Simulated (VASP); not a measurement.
A run of VASP 6.6.1 is set up as follows.

File INCAR:

```
SYSTEM = Mo6CO
PREC     = Accurate       ! precision mode
ENCUT    = 520            ! plane-wave cutoff, eV
EDIFF    = 1E-6           ! SCF threshold, eV
ISMEAR   = 0              ! smearing method
SIGMA    = 0.1            ! smearing width, eV
LREAL    = .FALSE.        ! projectors in reciprocal space
LASPH    = .TRUE.         ! aspherical terms in the spheres
NELM     = 100            ! most SCF steps
ALGO     = Normal         ! electronic algorithm
ISIF     = 2              ! what is computed and relaxed
LWAVE    = .FALSE.        ! write WAVECAR
LCHARG   = .FALSE.        ! write CHGCAR
LDIPOL   = .TRUE.       
IDIPOL   = 3            
DIPOL    = 0.5 0.5 0.328
GGA      = PE             ! functional
NBANDS   = 57             ! bands
```

KPOINTS

```
regular mesh
0
G
  6 6 1
  0 0 0
```

Contents of POSCAR:

```
Mo6CO
1.0
    4.4695765303      0.0000000000      0.0000000000
   -2.2347882651      3.8707668194      0.0000000000
    0.0000000000      0.0000000000     22.2595667262
Mo C O
6 1 1
Direct
    0.6666666667      0.3333333333      0.1796980170
    0.3333333333      0.6666666667      0.2206848206
    0.0000000000      0.0000000000      0.2616716241
    0.6666666667      0.3333333333      0.2990464568
    0.3333333333      0.6666666667      0.3355219825
    0.0000000000      0.0000000000      0.3710569405
    0.1666666667      0.3333333333      0.4636014193
    0.2964328752      0.5928657504      0.4896576317
```

Potentials or basis: VASP PAW PBE potentials, release 64 (Mo_sv, C, O).

Command:

```sh
$ cat potpaw_PBE.64/Mo_sv/POTCAR potpaw_PBE.64/C/POTCAR potpaw_PBE.64/O/POTCAR > POTCAR
$ mpirun -np 1 vasp_std > vasp.out
```

(1) Estimate the band gap on the k mesh.

(2) Predict the largest force.

Results:

(1) 0.02 eV (least direct gap 0.03 eV).

(2) 2.170 eV/Å.

Caveat: the smearing spreads over this small gap.
